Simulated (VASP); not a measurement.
The system is Cd.

```
Cd
1.0
     2.93274    0.00000    0.00000
     0.00000    2.93274    0.00000
     0.00000    0.00000    3.17554
Cd
1
Cartesian
  1.4664 1.4664 1.5878
```

- Program: VASP 6.6.1
- Task: relaxation of cell and atoms
- Functional: PBE
- Potentials or basis: VASP PAW PBE potentials, release 64 (Cd)
- Cutoff: 600 eV
- k mesh: 6 × 6 × 6
- Occupations: gaussian, width 0.1 eV
- Spin: no spin polarisation

At the start: pressure 0.6 GPa; volume 27.31 Å³/atom.

Q: Where does the relaxation end?

A: Over 5 steps the energy falls by 36.4 meV/atom and the volume is 27.48 Å³/atom (+0.6 %); space group Pm-3m (No. 221, to 0.05 Å).

The path:
```csv
step,energy change (eV),largest force (eV/Å),pressure (GPa),volume (Å³)
1,0.0000,0.0000,0.63,27.31
2,-0.0343,0.0000,-0.32,27.71
3,-0.0358,0.0000,-0.42,27.78
4,-0.0359,0.0000,-0.45,27.80
5,-0.0364,0.0000,-0.08,27.48
```

Final structure:
```cif
data_structure
_symmetry_space_group_name_H-M 'P 1'
_symmetry_Int_Tables_number 1
_cell_length_a 3.0182
_cell_length_b 3.0182
_cell_length_c 3.0161
_cell_angle_alpha 90.000
_cell_angle_beta 90.000
_cell_angle_gamma 90.000
_cell_volume 27.48
loop_
_atom_site_label
_atom_site_type_symbol
_atom_site_fract_x
_atom_site_fract_y
_atom_site_fract_z
_atom_site_occupancy
Cd1 Cd 0.50000 0.50000 0.50000 1
```
